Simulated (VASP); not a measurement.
# ZrS (Fm-3m) in VASP: notebook, part 2 of 2

VASP 6.6.1. The steps go on from the part before.

## (5) Relaxation of the atoms, PBEsol

This run uses another cell than the first one, of 12.66 Å³/atom, 0.700 times its volume.

The input, INCAR:

```
SYSTEM = ZrS
PREC = Accurate ; ENCUT = 520
EDIFF = 1E-6 ; ISMEAR = -1
SIGMA = 0.03 ; LREAL = .FALSE.
LASPH = .TRUE. ; NELM = 100
ALGO = Normal ; ISIF = 2
LWAVE = .FALSE. ; LCHARG = .FALSE.
GGA = PS ; IBRION = 2
NSW = 50 ; EDIFFG = -0.01
```

The input, KPOINTS:

```
Automatic mesh
0
G
  9 9 9
  0 0 0
```

The input, POSCAR:

```
ZrS
1.0
    0.0000000000      2.3307480046      2.3307480046
    2.3307480046      0.0000000000      2.3307480046
    2.3307480046      2.3307480046      0.0000000000
Zr S
1 1
Direct
    0.0000000000      0.0000000000      0.0000000000
    0.5000000000      0.5000000000      0.5000000000
```

Potentials or basis: VASP PAW PBE potentials, release 64 (Zr_sv, S).

Command:

```sh
cat potpaw_PBE.64/Zr_sv/POTCAR potpaw_PBE.64/S/POTCAR > POTCAR
mpirun -np 1 vasp_std > vasp.out
```

OUTCAR:

```text
SYSTEM = ZrS
   PREC = Accurate
   ENCUT = 520
   EDIFF = 1E-6
   ISMEAR = -1
   LREAL = .FALSE.
   LASPH = .TRUE.
   NELM = 100
   ISIF = 2
   GGA = PS
   IBRION = 2
   NSW = 50
   EDIFFG = -0.01

 ion  position               nearest neighbor table
   1  0.000  0.000  0.000-   2 2.33   2 2.33   2 2.33   2 2.33   2 2.33   2 2.33
   2  0.500  0.500  0.500-   1 2.33   1 2.33   1 2.33   1 2.33   1 2.33   1 2.33

  LATTYP: Found a face centered cubic cell.
 ALAT       =     4.6614960092

  Lattice vectors:

 A1 = (   0.0000000000,   2.3307480046,   2.3307480046)
 A2 = (   2.3307480046,   0.0000000000,   2.3307480046)
 A3 = (   2.3307480046,   2.3307480046,   0.0000000000)

Analysis of symmetry for initial positions (statically):
=====================================================================
 Subroutine PRICEL returns:
 Original cell was already a primitive cell.

 Routine SETGRP: Setting up the symmetry group for a
 face centered cubic supercell.

 Subroutine GETGRP returns: Found 48 space group operations
 (whereof 48 operations were pure point group operations)
 out of a pool of 48 trial point group operations.

The static configuration has the point symmetry O_h .

Analysis of symmetry for dynamics (positions and initial velocities):
=====================================================================
 Subroutine PRICEL returns:
 Original cell was already a primitive cell.

 Routine SETGRP: Setting up the symmetry group for a
 face centered cubic supercell.

 Subroutine GETGRP returns: Found 48 space group operations
 (whereof 48 operations were pure point group operations)
 out of a pool of 48 trial point group operations.

The dynamic configuration has the point symmetry O_h .

 Subroutine INISYM returns: Found 48 space group operations
 (whereof 48 operations are pure point group operations),
 and found     1 'primitive' translations

----------------------------------------------------------------------------------------

                                     Primitive cell

  volume of cell :      25.3230

  direct lattice vectors                    reciprocal lattice vectors
     0.000000000  2.330748005  2.330748005    -0.214523406  0.214523406  0.214523406
     2.330748005  0.000000000  2.330748005     0.214523406 -0.214523406  0.214523406
     2.330748005  2.330748005  0.000000000     0.214523406  0.214523406 -0.214523406

  length of vectors
     3.296175439  3.296175439  3.296175439     0.371565438  0.371565438  0.371565438

  position of ions in fractional coordinates (direct lattice)
     0.000000000  0.000000000  0.000000000
     0.500000000  0.500000000  0.500000000

  ion indices of the primitive-cell ions
   primitive index   ion index
                 1           1
                 2           2

----------------------------------------------------------------------------------------

 KPOINTS: Automatic mesh

Automatic generation of k-mesh.
 Grid dimensions read from file:
 generate k-points for:    9    9    9

 Generating k-lattice:

  Cartesian coordinates                     Fractional coordinates (reciprocal lattice)
    -0.023835934  0.023835934  0.023835934     0.111111111  0.000000000  0.000000000
     0.023835934 -0.023835934  0.023835934     0.000000000  0.111111111  0.000000000
     0.023835934  0.023835934 -0.023835934     0.000000000  0.000000000  0.111111111

  Length of vectors
     0.041285049  0.041285049  0.041285049

  Shift w.r.t. Gamma in fractional coordinates (k-lattice)
     0.000000000  0.000000000  0.000000000

 Subroutine IBZKPT returns following result:
 ===========================================

 Found     35 irreducible k-points:

 Following reciprocal coordinates:
            Coordinates               Weight
  0.000000  0.000000  0.000000      1.000000
  0.111111  0.000000  0.000000      8.000000
  0.222222  0.000000  0.000000      8.000000
  0.333333  0.000000  0.000000      8.000000
  0.444444  0.000000  0.000000      8.000000
  0.111111  0.111111  0.000000      6.000000
[... 16 lines left out ...]
 -0.333333  0.333333  0.000000     12.000000
  0.444444  0.444444  0.000000      6.000000
 [... further k-points ...]
   k-points           NKPTS =     35   k-points in BZ     NKDIM =     35   number of bands    NBANDS=     13
   number of dos      NEDOS =    301   number of ions     NIONS =      2
   total plane-waves  NPLWV =  21952
   dimension x,y,z NGX =    28 NGY =   28 NGZ =   28
   dimension x,y,z NGXF=    56 NGYF=   56 NGZF=   56
   ions per type =               1   1
   NGX,Y,Z   is equivalent  to a cutoff of  14.12, 14.12, 14.12 a.u.
   NGXF,Y,Z  is equivalent  to a cutoff of  28.24, 28.24, 28.24 a.u.
 SYSTEM =  ZrS
   PREC   = accura    normal or accurate (medium, high low for compatibility)
   ISTART =      0    job   : 0-new  1-cont  2-samecut
   ICHARG =      2    charge: 1-file 2-atom 10-const
   ISPIN  =      1    spin polarized calculation?
   LNONCOLLINEAR =      F non collinear calculations
   LSORBIT =      F    spin-orbit coupling
   LASPH  =      T    aspherical Exc in radial PAW
   ENCUT  =  520.0 eV  38.22 Ry    6.18 a.u.   6.13  6.13  6.13*2*pi/ulx,y,z
   NELM   =    100;   NELMIN=  2; NELMDL= -5     # of ELM steps
   EDIFF  = 0.1E-05   stopping-criterion for ELM
   LREAL  =      F    real-space projection
   EDIFFG = -.1E-01   stopping-criterion for IOM
   NSW    =     50    number of steps for IOM
   IBRION =      2    ionic relax: 0-MD 1-quasi-New 2-CG
   NFREE  =      1    steps in history (QN), initial steepest desc. (CG)
   ISIF   =      2    stress and relaxation
   ISYM   =      2    0-nonsym 1-usesym 2-fastsym
   POTIM  = 0.5000    time-step for ionic-motion
   TEBEG  =    0.0;   TEEND  =   0.0 temperature during run
   PSTRESS=    0.0 pullay stress
   NELECT =      18.0000    total number of electrons
   NUPDOWN=      -1.0000    fix difference up-down
   EMIN   =  10.00;   EMAX   =-10.00  energy-range for DOS
   EFERMI =   0.00;   METHOD = LEGACY
   ISMEAR =    -1;   SIGMA  =   0.03  broadening in eV -4-tet -1-fermi 0-gaus
   EFERMI_NEDOS =   21; number of points for ismear=-14 and -15
   IALGO  =     38    algorithm
   IMIX   =      4    mixing-type and parameters
     AMIX     =   0.40;   BMIX     =  1.00
     AMIX_MAG =   1.60;   BMIX_MAG =  1.00
  volume/ion in A,a.u.               =      12.66        85.44
  Fermi-wavevector in a.u.,A,eV,Ry     =   1.461034  2.760954 29.043276  2.134621
  Thomas-Fermi vector in A             =   2.577413
   LORBIT       =      0    0 simple, 1 ext, 2 COOP (PROOUT), +10 PAW based schemes
   GGA     = PS    functional components
   LHFCALC =     F    Hartree Fock is set to
   AEXX    =    0.0000 exact exchange contribution
   IVDW    =     0    specifies the selected vdW correction
   LEPSILON=     F    determine dielectric tensor
   LRPA    =     F    only Hartree local field effects (RPA)
 conjugate gradient relaxation of ions
 non-spin polarized calculation
  energy-cutoff  :      520.00
  volume of cell :       25.32
 maximum number of plane-waves:       701
 NGX is ok and might be reduce to    28
   NGX = 13   NGY = 13   NGZ = 13

 number of electron      17.9999999 magnetization

 Free energy of the ion-electron system (eV)
  ---------------------------------------------------
  ext. energy  EPLUGINS =         0.00000000
  ---------------------------------------------------
  free energy    TOTEN  =       -14.55261565 eV

  energy without entropy =      -14.55043392  energy(sigma->0) =      -14.55152479

 E-fermi :  15.4153     XC(G=0): -13.2571

 val. band max:       15.3367796535   @ k =  -0.2222   0.2222   0.0000
 cond. band min:      15.4744236752   @ k =  -0.4444   0.2222   0.1111
 fundamental gap:      0.1376440217
 Fermi energy:        15.4153150731

 k-point     1 :       0.0000    0.0000    0.0000
  band No.  band energies     occupation
      1     -33.5566      2.00000
      2     -11.4962      2.00000
      3     -11.4962      2.00000
      4     -11.4962      2.00000
      5      -1.7691      2.00000
      6      12.2410      2.00000
      7      12.2410      2.00000
      8      12.2410      2.00000
      9      13.2191      2.00000
     10      13.2191      2.00000
     11      13.2191      2.00000
     12      14.3650      2.00000
     13      14.3650      2.00000
[... 353 lines left out ...]
 k-point    24 :       0.4444    0.4444    0.0000
  band No.  band energies     occupation
      1     -33.3650      2.00000
      2     -12.5305      2.00000
      3     -11.8947      2.00000
      4     -11.8947      2.00000
      5      -0.8006      2.00000
      6       9.1122      2.00000
      7      10.1723      2.00000
      8      11.3112      2.00000
      9      11.3112      2.00000
     10      16.1966      0.00000
     11      19.5865      0.00000
     12      19.5865      0.00000
     13      20.9216      0.00000

 [... further k-points ...]
[... 5 lines left out ...]
  --------------------------------------------------------------------------------------
  -------------------------------------------------------------------------------------
  Total       14.1431653     14.1431653     14.1431653      0.0000000      0.0000000      0.0000000
  in kB      894.8314529    894.8314529    894.8314529      0.0000000      0.0000000      0.0000000
  external PRESSURE =     894.8314529 kB  Pullay stress =       0.0000000 kB

 VOLUME and BASIS-vectors are now :
 -----------------------------------------------------------------------------
  energy-cutoff  :      520.00
  volume of cell :       25.32
      direct lattice vectors                 reciprocal lattice vectors
     0.000000000  2.330748005  2.330748005    -0.214523406  0.214523406  0.214523406
     2.330748005  0.000000000  2.330748005     0.214523406 -0.214523406  0.214523406
     2.330748005  2.330748005  0.000000000     0.214523406  0.214523406 -0.214523406

 POSITION                                       TOTAL-FORCE (eV/Angst)
 -----------------------------------------------------------------------------------
      0.00000      0.00000      0.00000         0.000000     -0.000000      0.000000
      2.33075      2.33075      2.33075        -0.000000      0.000000     -0.000000
 -----------------------------------------------------------------------------------
    total drift:                               -0.000000      0.000000      0.000000

  FREE ENERGIE OF THE ION-ELECTRON SYSTEM (eV)
  ---------------------------------------------------
  free  energy   TOTEN  =       -14.5526156484 eV

  energy  without entropy=      -14.5504339237  energy(sigma->0) =      -14.55152479

 reached required accuracy - stopping structural energy minimisation
```

CONTCAR:

```text
ZrS
   1.00000000000000
     0.0000000000000000    2.3307480046000002    2.3307480046000002
     2.3307480046000002    0.0000000000000000    2.3307480046000002
     2.3307480046000002    2.3307480046000002    0.0000000000000000
  Zr              S
     1     1
Direct
     0.0000000000000000    0.0000000000000000    0.0000000000000000
     0.5000000000000000    0.5000000000000000    0.5000000000000000

  0.00000000E+00  0.00000000E+00  0.00000000E+00
  0.00000000E+00  0.00000000E+00  0.00000000E+00
```

Run time: 7.9 s. Hardware: 1 thread of Intel Xeon 6975P-C (Granite Rapids), shared host; peak memory 0.16 GiB.

What came out:

| Quantity | Value |
| --- | --- |
| Free energy | -14.5526 eV |
| Pressure after relaxing | 89.5 GPa |

Final structure:
```yaml
crystal:
  lattice:
    - [0.00000, 2.33075, 2.33075]
    - [2.33075, 0.00000, 2.33075]
    - [2.33075, 2.33075, 0.00000]
  atoms:
    - { symbol: Zr, position: [0.00000, 0.00000, 0.00000] }
    - { symbol: S, position: [0.50000, 0.50000, 0.50000] }
```

Caveat: the relaxation stopped at its first step, so nothing moved; the bands computed are all filled at some k points, so no gap is given; the PAW data sets were made with another functional, which shifts forces and pressure a little.

## (6) The runs side by side

```tsv
task	cell	pressure (GPa)
single point	a = 3.712 Å, angles 60.0°, 2 atoms	-6.3
relaxation of the atoms	atoms relaxed from a = 3.131 Å, angles 60.0°, 2 atoms	184.7
relaxation of the atoms	atoms relaxed from a = 3.216 Å, angles 60.0°, 2 atoms	129.5
relaxation of the atoms	atoms relaxed from a = 3.296 Å, angles 60.0°, 2 atoms	89.5
```

Alike in all rows: level PBEsol; potentials or basis VASP PAW PBE potentials, release 64 (Zr_sv, S); no spin polarisation; k mesh 9 × 9 × 9; cutoff (eV) 520; smearing fermi-dirac 0.03 eV.

Caveats: the PAW data sets were made with another functional, which shifts forces and pressure a little; the relaxation stopped at its first step, so nothing moved (some runs); the bands computed are all filled at some k points, so no gap is given (some runs).

Total energies depend on the potentials used, so only differences within one code and one set of settings carry meaning.
